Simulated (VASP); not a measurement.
# CdH (Fm-3m) in VASP: a series of runs, part 2 of 2

VASP 6.6.1. The steps go on from the part before.

**3. Relaxation of cell and atoms, PBEsol**

This run uses another cell than the first one, of 13.03 Å³/atom.

Input file INCAR:

```
PREC = Accurate ; ENCUT = 600
EDIFF = 1E-6 ; ISMEAR = 0
SIGMA = 0.1 ; LREAL = F
LASPH = T ; NELM = 100
ALGO = Normal ; ISIF = 3
LWAVE = F ; LCHARG = F
GGA = PS ; IBRION = 2
NSW = 80 ; EDIFFG = -0.015
```

Input file KPOINTS:

```
regular mesh
0
Gamma
  8 8 8
```

Input file POSCAR:

```
CdH
1.0
    4.7060991987      0.0000000000      0.0000000000
    0.0000000000     -4.7060991987      0.0000000000
    0.0000000000      0.0000000000     -4.7060991987
Cd H
4 4
Direct
    0.0000000000      0.5000000000      0.5000000000
    0.5000000000      0.0000000000      0.5000000000
    0.5000000000      0.5000000000      0.0000000000
    0.0000000000      1.0000000000      1.0000000000
    0.5000000000      0.0000000000      0.0000000000
    0.0000000000      0.5000000000      0.0000000000
    0.0000000000      0.0000000000      0.5000000000
    0.5000000000      0.5000000000      0.5000000000
```

Potentials or basis: VASP PAW PBE potentials, release 64 (Cd, H).

On the command line:

```
cat potpaw_PBE.64/Cd/POTCAR potpaw_PBE.64/H/POTCAR > POTCAR
mpirun -np 1 vasp_std > vasp.out
```

OUTCAR:

```text
PREC = Accurate
   ENCUT = 600
   EDIFF = 1E-6
   ISMEAR = 0
   LREAL = F
   LASPH = T
   NELM = 100
   ISIF = 3
   GGA = PS
   IBRION = 2
   NSW = 80
   EDIFFG = -0.015

 ion  position               nearest neighbor table
   1  0.000  0.500  0.500-   2 3.33   3 3.33   4 3.33   3 3.33   4 3.33   2 3.33   4 3.33   4 3.33
                             2 3.33   3 3.33   3 3.33   2 3.33
   2  0.500  0.000  0.500-   1 3.33   3 3.33   4 3.33   3 3.33   4 3.33   1 3.33   3 3.33   3 3.33
                             1 3.33   4 3.33   4 3.33   1 3.33
   3  0.500  0.500  0.000-   1 3.33   2 3.33   4 3.33   1 3.33   2 3.33   2 3.33   4 3.33   2 3.33
                             1 3.33   4 3.33   1 3.33   4 3.33
   4  0.000  0.000  0.000-   1 3.33   2 3.33   3 3.33   1 3.33   2 3.33   1 3.33   3 3.33   1 3.33
                             2 3.33   3 3.33   2 3.33   3 3.33
   5  0.500  0.000  0.000-
   6  0.000  0.500  0.000-
   7  0.000  0.000  0.500-
   8  0.500  0.500  0.500-

  LATTYP: Found a simple cubic cell.
 ALAT       =     4.7060991987

  Lattice vectors:

 A1 = (   4.7060991987,   0.0000000000,   0.0000000000)
 A2 = (   0.0000000000,  -4.7060991987,   0.0000000000)
 A3 = (   0.0000000000,   0.0000000000,  -4.7060991987)

Analysis of symmetry for initial positions (statically):
=====================================================================
 Subroutine PRICEL returns following result:

  LATTYP: Found a face centered cubic cell.
 ALAT       =     4.7060991987

  Lattice vectors:

 A1 = (   2.3530495993,   2.3530495993,   0.0000000000)
 A2 = (   2.3530495993,   0.0000000000,  -2.3530495993)
 A3 = (   0.0000000000,   2.3530495993,  -2.3530495993)

   4 primitive cells build up your supercell.

 Routine SETGRP: Setting up the symmetry group for a
 simple cubic supercell.

 Subroutine GETGRP returns: Found 48 space group operations
 (whereof 48 operations were pure point group operations)
 out of a pool of 48 trial point group operations.

The static configuration has the point symmetry O_h .

Analysis of symmetry for dynamics (positions and initial velocities):
=====================================================================
 Subroutine PRICEL returns following result:

  LATTYP: Found a face centered cubic cell.
 ALAT       =     4.7060991987

  Lattice vectors:

 A1 = (   2.3530495993,   2.3530495993,   0.0000000000)
 A2 = (   2.3530495993,   0.0000000000,  -2.3530495993)
 A3 = (   0.0000000000,   2.3530495993,  -2.3530495993)

   4 primitive cells build up your supercell.

[... 148 lines left out ...]

 number of electron      52.0000014 magnetization

 Free energy of the ion-electron system (eV)
  ---------------------------------------------------
  ext. energy  EPLUGINS =         0.00000000
  ---------------------------------------------------
  free energy    TOTEN  =       -13.44513368 eV

  energy without entropy =      -13.42081129  energy(sigma->0) =      -13.43297249

------------------------ aborting loop because EDIFF is reached ----------------------------------------

  FORCE on cell =-STRESS in cart. coord.  units (eV):
  Direction    XX          YY          ZZ          XY          YZ          ZX
  --------------------------------------------------------------------------------------
  -------------------------------------------------------------------------------------
  Total        0.2525110      0.2525110      0.2525110     -0.0000000      0.0000000      0.0000000
  in kB        3.8815724      3.8815724      3.8815724     -0.0000000      0.0000000      0.0000000
  external PRESSURE =       3.8815724 kB  Pullay stress =       0.0000000 kB

 VOLUME and BASIS-vectors are now :
 -----------------------------------------------------------------------------
  energy-cutoff  :      600.00
  volume of cell :      104.23
      direct lattice vectors                 reciprocal lattice vectors
     4.706099199  0.000000000  0.000000000     0.212490209  0.000000000  0.000000000
     0.000000000 -4.706099199  0.000000000     0.000000000 -0.212490209  0.000000000
     0.000000000  0.000000000 -4.706099199     0.000000000  0.000000000 -0.212490209

 POSITION                                       TOTAL-FORCE (eV/Angst)
 -----------------------------------------------------------------------------------
      0.00000     -2.35305     -2.35305         0.000000      0.000000      0.000000
      2.35305      0.00000     -2.35305         0.000000      0.000000     -0.000000
      2.35305     -2.35305      0.00000        -0.000000      0.000000     -0.000000
      0.00000      0.00000      0.00000        -0.000000     -0.000000      0.000000
      2.35305      0.00000      0.00000        -0.000000     -0.000000     -0.000000
      0.00000     -2.35305      0.00000        -0.000000     -0.000000     -0.000000
      0.00000      0.00000     -2.35305        -0.000000     -0.000000     -0.000000
      2.35305     -2.35305     -2.35305        -0.000000     -0.000000     -0.000000
 -----------------------------------------------------------------------------------
    total drift:                               -0.000000      0.000000      0.000000

  FREE ENERGIE OF THE ION-ELECTRON SYSTEM (eV)
  ---------------------------------------------------
  free  energy   TOTEN  =       -13.4451336835 eV

  energy  without entropy=      -13.4208112908  energy(sigma->0) =      -13.43297249

--------------------------------------- Ionic step        2  -------------------------------------------

 number of electron      52.0000014 magnetization

 Free energy of the ion-electron system (eV)
  ---------------------------------------------------
  ext. energy  EPLUGINS =         0.00000000
  ---------------------------------------------------
  free energy    TOTEN  =       -13.44591572 eV

  energy without entropy =      -13.42178830  energy(sigma->0) =      -13.43385201

 E-fermi :   2.3796     XC(G=0): -10.8943

 val. band max:        2.3727717658   @ k =   0.5000   0.3750   0.0000
 cond. band min:       2.3899986098   @ k =   0.1250   0.1250   0.0000
 fundamental gap:      0.0172268440
 Fermi energy:         2.3795670343

 k-point     1 :       0.0000    0.0000    0.0000
  band No.  band energies     occupation
      1      -7.4671      2.00000
      2      -7.4477      2.00000
      3      -7.4477      2.00000
      4      -7.4477      2.00000
      5      -6.9023      2.00000
      6      -6.9023      2.00000
[... 805 lines left out ...]
     30       5.5567      0.00000
     31       7.2628      0.00000

 [... further k-points ...]

------------------------ aborting loop because EDIFF is reached ----------------------------------------

  FORCE on cell =-STRESS in cart. coord.  units (eV):
  Direction    XX          YY          ZZ          XY          YZ          ZX
  --------------------------------------------------------------------------------------
  -------------------------------------------------------------------------------------
  Total        0.0947831      0.0947831      0.0947831      0.0000000      0.0000000      0.0000000
  in kB        1.4503594      1.4503594      1.4503594      0.0000000      0.0000000      0.0000000
  external PRESSURE =       1.4503594 kB  Pullay stress =       0.0000000 kB

 VOLUME and BASIS-vectors are now :
 -----------------------------------------------------------------------------
  energy-cutoff  :      600.00
  volume of cell :      104.70
      direct lattice vectors                 reciprocal lattice vectors
     4.713265295 -0.000000000  0.000000000     0.212167136  0.000000000 -0.000000000
     0.000000000 -4.713265295 -0.000000000    -0.000000000 -0.212167136  0.000000000
    -0.000000000 -0.000000000 -4.713265295     0.000000000  0.000000000 -0.212167136

 POSITION                                       TOTAL-FORCE (eV/Angst)
 -----------------------------------------------------------------------------------
      0.00000     -2.35663     -2.35663         0.000000      0.000000     -0.000000
      2.35663     -4.71327     -2.35663        -0.000000     -0.000000      0.000000
      2.35663     -2.35663      0.00000         0.000000      0.000000     -0.000000
      4.71327     -0.00000     -4.71327        -0.000000      0.000000      0.000000
      2.35663     -0.00000      0.00000        -0.000000      0.000000      0.000000
      4.71327     -2.35663      0.00000         0.000000     -0.000000     -0.000000
      4.71327     -0.00000     -2.35663         0.000000     -0.000000     -0.000000
      2.35663     -2.35663     -2.35663         0.000000     -0.000000     -0.000000
 -----------------------------------------------------------------------------------
    total drift:                               -0.000000     -0.000000      0.000000

  FREE ENERGIE OF THE ION-ELECTRON SYSTEM (eV)
  ---------------------------------------------------
  free  energy   TOTEN  =       -13.4459157175 eV

  energy  without entropy=      -13.4217883034  energy(sigma->0) =      -13.43385201

 reached required accuracy - stopping structural energy minimisation
```

Run time: 3.2 min. Hardware: 1 thread of Intel Xeon Platinum 8259CL at 2.50GHz (Skylake/Cascade Lake), shared host; peak memory 0.31 GiB.

What came out:

- Free energy: -13.4459 eV
- Relaxed volume: 13.09 Å³/atom
- Relaxed cell: a = 4.713 Å, b = 4.713 Å, c = 4.713 Å, α = 90.00°, β = 90.00°, γ = 90.00°
- Space group after relaxing (to 0.1 Å): Fm-3m (No. 225)
- Energy gained by relaxing: 0.1 meV/atom
- Ionic steps: 2
- Pressure after relaxing: 0.1 GPa
- Band gap on the k mesh: zero (bands 26 and 27 overlap by 2.90 eV)

The path:
| step | energy change (eV) | largest force (eV/Å) | pressure (GPa) | volume (Å³) |
| --- | --- | --- | --- | --- |
| 1 | 0.0000 | 0.0000 | 0.39 | 104.23 |
| 2 | -0.0008 | 0.0000 | 0.15 | 104.70 |

Final structure:
```
Cd H
1.0
     4.71327    0.00000    0.00000
     0.00000   -4.71327    0.00000
     0.00000    0.00000   -4.71327
Cd H
4 4
Direct
  0.00000 0.50000 0.50000
  0.50000 0.00000 0.50000
  0.50000 0.50000 0.00000
  0.00000 0.00000 0.00000
  0.50000 0.00000 0.00000
  0.00000 0.50000 0.00000
  0.00000 0.00000 0.50000
  0.50000 0.50000 0.50000
```

Levels at points of the mesh, in eV from the Fermi level:
| k point | band 24 | band 25 | band 26 | band 27 | band 28 | band 29 |
| --- | --- | --- | --- | --- | --- | --- |
| (0.00, 0.00, 0.00) | -2.53 | -1.30 | -1.30 | -1.30 | 3.70 | 3.70 |
| (0.50, 0.00, 0.00) | -2.42 | 0.60 | 0.60 | 1.06 | 1.06 | 1.06 |
| (0.50, 0.50, 0.00) | -5.92 | 0.47 | 0.47 | 0.47 | 0.47 | 3.20 |
| (0.50, 0.50, 0.50) | -5.68 | -2.29 | -2.29 | -2.29 | -2.29 | 6.04 |

Caveat: the PAW data sets were made with another functional, which shifts forces and pressure a little.
